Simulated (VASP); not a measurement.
Write the native input for VASP 6.6.1 that does the following.

- Task: relaxation of shape and atoms at fixed volume
- Functional: PBE
- Potentials or basis: VASP PAW PBE potentials, release 64 (Bi_d, P)
- Cutoff: 600 eV
- k mesh: 10 × 10 × 6
- Occupations: gaussian, width 0.05 eV
- Spin: no spin polarisation
- Dipole correction: no
- Further INCAR settings: ALGO = Normal; EDIFF = 1e-06; IBRION = 2; EDIFFG = -0.01; NSW = 60; ISIF = 4

The structure of BiP lies in POSCAR:

```
BiP
1.0
    3.9604909269      0.0000000000      0.0000000000
   -1.9802454635      3.4298857541      0.0000000000
    0.0000000000      0.0000000000      7.1309445781
Bi P
2 2
Direct
    0.0000000000      0.0000000000      0.0000000000
    0.0000000000      0.0000000000      0.5000000000
    0.3333333333      0.6666666667      0.2500000000
    0.6666666667      0.3333333333      0.7500000000
```

These files were run (other wordings do the same):

INCAR

```
SYSTEM = BiP
PREC = Accurate
ENCUT = 600
EDIFF = 1E-6
ISMEAR = 0
SIGMA = 0.05
LREAL = .False.
LASPH = .True.
NELM = 100
ALGO = Normal
ISIF = 4
LWAVE = .False.
LCHARG = .False.
GGA = PE
IBRION = 2
NSW = 60
EDIFFG = -0.01
```

KPOINTS

```
regular mesh
0
Gamma
  10 10 6
  0 0 0
```

Potentials or basis: VASP PAW PBE potentials, release 64 (Bi_d, P).

Launch:

```bash
$ cat potpaw_PBE.64/Bi_d/POTCAR potpaw_PBE.64/P/POTCAR > POTCAR
$ mpirun -np 1 vasp_std > vasp.out
```

It gave:

| Property | Result |
| --- | --- |
| Energy gained by relaxing | 0.1 meV/atom |
| Ionic steps | 3 |
| Pressure after relaxing | 4.1 GPa |
| Band gap on the k mesh | zero (bands 20 and 21 overlap by 1.17 eV) |

Caveat: spin-orbit coupling is left out, which moves the levels of the heavy elements.

Run time: 2.3 min on 1 thread of Intel(R) Xeon(R) 6975P-C (Granite Rapids), on a shared host, peak memory 0.32 GiB.
